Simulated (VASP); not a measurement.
# Cd (P6_3/mmc) in VASP: further runs

Runs on Cd. Level: PBE. Tasks: single point.

All numbers are computed with VASP 6.6.1; they aren't measurements. Logs are shortened: lines on timing, memory, paths and dates and some standing lists are left out, and cuts for length are marked.

## Step 1: The cell of the first run

The structure is hexagonal, space group P6_3/mmc (No. 194). The conventional cell has a = 3.001 Å, b = 3.001 Å, c = 5.926 Å, α = 90.00°, β = 90.00°, γ = 120.00°. Within 4.0 Å of Cd (site symmetry -6m2) lie 12 Cd at 3.00 to 3.43 Å.

## Step 2: Single point, PBE

File INCAR:

```
SYSTEM = Cd
ALGO = Normal
EDIFF = 1E-6
ENCUT = 520
GGA = PE
ISIF = 2
ISMEAR = -1
LASPH = .True.
LCHARG = .False.
LREAL = .False.
LWAVE = .False.
NBANDS = 19
NELM = 60
PREC = Accurate
SIGMA = 0.03
```

File KPOINTS:

```
k-points
0
Gamma
  12 12 6
  0 0 0
```

File POSCAR:

```
Cd
1.0
    3.0007103730      0.0000000000      0.0000000000
   -1.5003551865      2.5986914124      0.0000000000
    0.0000000000      0.0000000000      5.9261569577
Cd
2
Direct
    0.3333333333      0.6666666667      0.2500000000
    0.6666666667      0.3333333333      0.7500000000
```

Potentials or basis: VASP PAW PBE potentials, release 64 (Cd).

On the command line:

```console
> cat potpaw_PBE.64/Cd/POTCAR > POTCAR
> mpirun -np 1 vasp_std > vasp.out
```

OUTCAR:

```text
SYSTEM = Cd
   EDIFF = 1E-6
   ENCUT = 520
   GGA = PE
   ISIF = 2
   ISMEAR = -1
   LASPH = .True.
   LREAL = .False.
   NELM = 60
   PREC = Accurate

 ion  position               nearest neighbor table
   1  0.333  0.667  0.250-   2 3.43   2 3.43   2 3.43   2 3.43   2 3.43   2 3.43
   2  0.667  0.333  0.750-   1 3.43   1 3.43   1 3.43   1 3.43   1 3.43   1 3.43

  LATTYP: Found a hexagonal cell.
 ALAT       =     3.0007103730
 C/A-ratio  =     1.9749180098

  Lattice vectors:

 A1 = (   3.0007103730,   0.0000000000,   0.0000000000)
 A2 = (  -1.5003551865,   2.5986914124,   0.0000000000)
 A3 = (   0.0000000000,   0.0000000000,   5.9261569577)

Analysis of symmetry for initial positions (statically):
=====================================================================
 Subroutine PRICEL returns:
 Original cell was already a primitive cell.

 Routine SETGRP: Setting up the symmetry group for a
 hexagonal supercell.

 Subroutine GETGRP returns: Found 24 space group operations
 (whereof 12 operations were pure point group operations)
 out of a pool of 24 trial point group operations.

The static configuration has the point symmetry D_3d.
 The point group associated with its full space group is D_6h.

Analysis of symmetry for dynamics (positions and initial velocities):
=====================================================================
 Subroutine PRICEL returns:
 Original cell was already a primitive cell.

 Routine SETGRP: Setting up the symmetry group for a
 hexagonal supercell.

 Subroutine GETGRP returns: Found 24 space group operations
 (whereof 12 operations were pure point group operations)
 out of a pool of 24 trial point group operations.

The dynamic configuration has the point symmetry D_3d.
 The point group associated with its full space group is D_6h.

 Subroutine INISYM returns: Found 24 space group operations
 (whereof 12 operations are pure point group operations),
 and found     1 'primitive' translations

----------------------------------------------------------------------------------------

                                     Primitive cell

  volume of cell :      46.2117

  direct lattice vectors                    reciprocal lattice vectors
     3.000710373  0.000000000  0.000000000     0.333254422  0.192404530  0.000000000
    -1.500355186  2.598691412  0.000000000     0.000000000  0.384809060  0.000000000
     0.000000000  0.000000000  5.926156958     0.000000000  0.000000000  0.168743421

  length of vectors
     3.000710373  3.000710373  5.926156958     0.384809060  0.384809060  0.168743421

  position of ions in fractional coordinates (direct lattice)
     0.333333333  0.666666667  0.250000000
     0.666666667  0.333333333  0.750000000

  ion indices of the primitive-cell ions
   primitive index   ion index
                 1           1
                 2           2

----------------------------------------------------------------------------------------

 KPOINTS: k-points

Automatic generation of k-mesh.
 Grid dimensions read from file:
 generate k-points for:   12   12    6

 Generating k-lattice:

  Cartesian coordinates                     Fractional coordinates (reciprocal lattice)
     0.027771202  0.016033711  0.000000000     0.083333333  0.000000000  0.000000000
     0.000000000  0.032067422  0.000000000     0.000000000  0.083333333  0.000000000
     0.000000000  0.000000000  0.028123904     0.000000000  0.000000000  0.166666667

  Length of vectors
     0.032067422  0.032067422  0.028123904

  Shift w.r.t. Gamma in fractional coordinates (k-lattice)
     0.000000000  0.000000000  0.000000000

 Subroutine IBZKPT returns following result:
 ===========================================

 Found     76 irreducible k-points:

 Following reciprocal coordinates:
            Coordinates               Weight
  0.000000  0.000000  0.000000      1.000000
  0.083333 -0.000000  0.000000      6.000000
  0.166667  0.000000  0.000000      6.000000
  0.250000  0.000000  0.000000      6.000000
  0.333333  0.000000  0.000000      6.000000
  0.416667  0.000000  0.000000      6.000000
[... 16 lines left out ...]
  0.250000  0.000000  0.166667     12.000000
  0.333333  0.000000  0.166667     12.000000
 [... further k-points ...]
   k-points           NKPTS =     76   k-points in BZ     NKDIM =     76   number of bands    NBANDS=     19
   number of dos      NEDOS =    301   number of ions     NIONS =      2
   total plane-waves  NPLWV =  27648
   dimension x,y,z NGX =    24 NGY =   24 NGZ =   48
   dimension x,y,z NGXF=    48 NGYF=   48 NGZF=   96
   ions per type =               2
   NGX,Y,Z   is equivalent  to a cutoff of  13.30, 13.30, 13.47 a.u.
   NGXF,Y,Z  is equivalent  to a cutoff of  26.59, 26.59, 26.93 a.u.
 SYSTEM =  Cd
   PREC   = accura    normal or accurate (medium, high low for compatibility)
   ISTART =      0    job   : 0-new  1-cont  2-samecut
   ICHARG =      2    charge: 1-file 2-atom 10-const
   ISPIN  =      1    spin polarized calculation?
   LNONCOLLINEAR =      F non collinear calculations
   LSORBIT =      F    spin-orbit coupling
   LASPH  =      T    aspherical Exc in radial PAW
   ENCUT  =  520.0 eV  38.22 Ry    6.18 a.u.   5.58  5.58 11.02*2*pi/ulx,y,z
   NELM   =     60;   NELMIN=  2; NELMDL= -5     # of ELM steps
   EDIFF  = 0.1E-05   stopping-criterion for ELM
   LREAL  =      F    real-space projection
   EDIFFG = 0.1E-04   stopping-criterion for IOM
   NSW    =      0    number of steps for IOM
   IBRION =     -1    ionic relax: 0-MD 1-quasi-New 2-CG
   NFREE  =      0    steps in history (QN), initial steepest desc. (CG)
   ISIF   =      2    stress and relaxation
   ISYM   =      2    0-nonsym 1-usesym 2-fastsym
   POTIM  = 0.5000    time-step for ionic-motion
   TEBEG  =    0.0;   TEEND  =   0.0 temperature during run
   PSTRESS=    0.0 pullay stress
   NELECT =      24.0000    total number of electrons
   NUPDOWN=      -1.0000    fix difference up-down
   EMIN   =  10.00;   EMAX   =-10.00  energy-range for DOS
   EFERMI =   0.00;   METHOD = LEGACY
   ISMEAR =    -1;   SIGMA  =   0.03  broadening in eV -4-tet -1-fermi 0-gaus
   EFERMI_NEDOS =   21; number of points for ismear=-14 and -15
   IALGO  =     38    algorithm
   IMIX   =      4    mixing-type and parameters
     AMIX     =   0.40;   BMIX     =  1.00
     AMIX_MAG =   1.60;   BMIX_MAG =  1.00
  volume/ion in A,a.u.               =      23.11       155.93
  Fermi-wavevector in a.u.,A,eV,Ry     =   1.315915  2.486719 23.560298  1.731633
  Thomas-Fermi vector in A             =   2.446064
   LORBIT       =      0    0 simple, 1 ext, 2 COOP (PROOUT), +10 PAW based schemes
   GGA     = PE    functional components
   LHFCALC =     F    Hartree Fock is set to
   AEXX    =    0.0000 exact exchange contribution
   IVDW    =     0    specifies the selected vdW correction
   LEPSILON=     F    determine dielectric tensor
   LRPA    =     F    only Hartree local field effects (RPA)
 non-spin polarized calculation
  energy-cutoff  :      520.00
  volume of cell :       46.21
 maximum number of plane-waves:      1271
 NGX is ok and might be reduce to    24
   NGX = 11   NGY = 11   NGZ = 23

 number of electron      24.0000002 magnetization

 Free energy of the ion-electron system (eV)
  ---------------------------------------------------
  ext. energy  EPLUGINS =         0.00000000
  ---------------------------------------------------
  free energy    TOTEN  =        -1.50316447 eV

  energy without entropy =       -1.50115155  energy(sigma->0) =       -1.50215801

 E-fermi :   2.4513     XC(G=0): -10.6636

 val. band max:        2.4433667920   @ k =   0.1667   0.0833   0.1667
 cond. band min:       2.5845099079   @ k =   0.5000   0.0000   0.5000
 fundamental gap:      0.1411431159
 Fermi energy:         2.4512621772

 k-point     1 :       0.0000    0.0000    0.0000
  band No.  band energies     occupation
      1      -7.1944      2.00000
      2      -7.0209      2.00000
      3      -6.6343      2.00000
      4      -6.6343      2.00000
      5      -6.6004      2.00000
      6      -6.6004      2.00000
[... 11 lines left out ...]
     18      17.4196      0.00000
     19      18.1594      0.00000

 k-point     2 :       0.0833   -0.0000    0.0000
  band No.  band energies     occupation
      1      -7.1267      2.00000
      2      -6.9606      2.00000
      3      -6.6583      2.00000
      4      -6.6229      2.00000
      5      -6.5736      2.00000
      6      -6.5411      2.00000
[... 11 lines left out ...]
     18      16.7567      0.00000
     19      18.4640      0.00000

 k-point     3 :       0.1667    0.0000    0.0000
  band No.  band energies     occupation
      1      -7.0176      2.00000
      2      -6.8624      2.00000
      3      -6.7066      2.00000
      4      -6.6020      2.00000
      5      -6.4039      2.00000
      6      -6.3760      2.00000
[... 11 lines left out ...]
     18      16.1331      0.00000
     19      16.3895      0.00000

 k-point     4 :       0.2500    0.0000    0.0000
  band No.  band energies     occupation
      1      -7.0787      2.00000
      2      -6.9249      2.00000
      3      -6.5876      2.00000
      4      -6.5583      2.00000
      5      -6.4154      2.00000
      6      -6.3370      2.00000
[... 11 lines left out ...]
     18      14.4246      0.00000
     19      15.7447      0.00000

 k-point     5 :       0.3333    0.0000    0.0000
  band No.  band energies     occupation
      1      -7.2052      2.00000
      2      -7.0592      2.00000
      3      -6.7749      2.00000
      4      -6.4771      2.00000
      5      -6.4225      2.00000
      6      -6.2881      2.00000
[... 11 lines left out ...]
     18      15.2679      0.00000
     19      15.4311      0.00000

 k-point     6 :       0.4167    0.0000    0.0000
  band No.  band energies     occupation
      1      -7.3051      2.00000
      2      -7.1611      2.00000
      3      -6.9184      2.00000
      4      -6.5750      2.00000
      5      -6.3279      2.00000
      6      -6.3081      2.00000
[... 11 lines left out ...]
     18      15.1307      0.00000
     19      15.2421      0.00000

 k-point     7 :       0.5000    0.0000    0.0000
  band No.  band energies     occupation
      1      -7.3421      2.00000
      2      -7.1985      2.00000
      3      -6.9680      2.00000
      4      -6.6101      2.00000
      5      -6.3422      2.00000
      6      -6.2666      2.00000
[... 11 lines left out ...]
     18      14.8500      0.00000
     19      15.1795      0.00000

 k-point     8 :       0.0833    0.0833    0.0000
  band No.  band energies     occupation
      1      -7.0156      2.00000
      2      -6.8743      2.00000
      3      -6.6985      2.00000
      4      -6.6639      2.00000
      5      -6.4427      2.00000
      6      -6.4382      2.00000
[... 256 lines left out ...]
 k-point    20 :       0.0000    0.0000    0.1667
  band No.  band energies     occupation
      1      -7.1828      2.00000
      2      -7.0323      2.00000
      3      -6.6341      2.00000
      4      -6.6341      2.00000
      5      -6.6044      2.00000
      6      -6.6044      2.00000
[... 11 lines left out ...]
     18      17.5266      0.00000
     19      18.0085      0.00000

 k-point    21 :       0.0833   -0.0000    0.1667
  band No.  band energies     occupation
      1      -7.1151      2.00000
      2      -6.9704      2.00000
      3      -6.6585      2.00000
      4      -6.6274      2.00000
      5      -6.5737      2.00000
      6      -6.5452      2.00000
[... 11 lines left out ...]
     18      17.2187      0.00000
     19      17.7747      0.00000

 k-point    22 :       0.1667    0.0000    0.1667
  band No.  band energies     occupation
      1      -7.0071      2.00000
      2      -6.8720      2.00000
      3      -6.7020      2.00000
      4      -6.6174      2.00000
      5      -6.4058      2.00000
      6      -6.3805      2.00000
[... 11 lines left out ...]
     18      16.2878      0.00000
     19      17.3400      0.00000

 k-point    23 :       0.2500    0.0000    0.1667
  band No.  band energies     occupation
      1      -7.0684      2.00000
      2      -6.9346      2.00000
      3      -6.6557      2.00000
      4      -6.4964      2.00000
      5      -6.4633      2.00000
      6      -6.2829      2.00000
[... 11 lines left out ...]
     18      15.1246      0.00000
     19      15.8353      0.00000

 k-point    24 :       0.3333    0.0000    0.1667
  band No.  band energies     occupation
      1      -7.1944      2.00000
      2      -7.0688      2.00000
      3      -6.7971      2.00000
      4      -6.5604      2.00000
      5      -6.3537      2.00000
      6      -6.2692      2.00000
[... 11 lines left out ...]
     18      14.0221      0.00000
     19      15.3930      0.00000

 [... further k-points ...]

------------------------ aborting loop because EDIFF is reached ----------------------------------------

  FORCE on cell =-STRESS in cart. coord.  units (eV):
  Direction    XX          YY          ZZ          XY          YZ          ZX
  --------------------------------------------------------------------------------------
  -------------------------------------------------------------------------------------
  Total        0.0662108      0.0662108      0.0513809      0.0000000      0.0000000      0.0000000
  in kB        2.2955544      2.2955544      1.7813955      0.0000000      0.0000000      0.0000000
  external PRESSURE =       2.1241681 kB  Pullay stress =       0.0000000 kB

 VOLUME and BASIS-vectors are now :
 -----------------------------------------------------------------------------
  energy-cutoff  :      520.00
  volume of cell :       46.21
      direct lattice vectors                 reciprocal lattice vectors
     3.000710373  0.000000000  0.000000000     0.333254422  0.192404530  0.000000000
    -1.500355186  2.598691412  0.000000000     0.000000000  0.384809060  0.000000000
     0.000000000  0.000000000  5.926156958     0.000000000  0.000000000  0.168743421

 POSITION                                       TOTAL-FORCE (eV/Angst)
 -----------------------------------------------------------------------------------
     -0.00000      1.73246      1.48154         0.000000     -0.000000      0.000000
      1.50036      0.86623      4.44462        -0.000000      0.000000      0.000000
 -----------------------------------------------------------------------------------
    total drift:                               -0.000000      0.000000     -0.000000

  FREE ENERGIE OF THE ION-ELECTRON SYSTEM (eV)
  ---------------------------------------------------
  free  energy   TOTEN  =        -1.5031644715 eV

  energy  without entropy=       -1.5011515496  energy(sigma->0) =       -1.50215801
```

It took 49 s on 1 thread of Intel Xeon 8259CL, shared host; peak memory 0.2 GiB.

Results:

* Free energy: -1.5032 eV
* Pressure: 0.2 GPa
* Band gap on the k mesh: zero (bands 12 and 13 overlap by 4.11 eV)

[end of part 1 of 2]
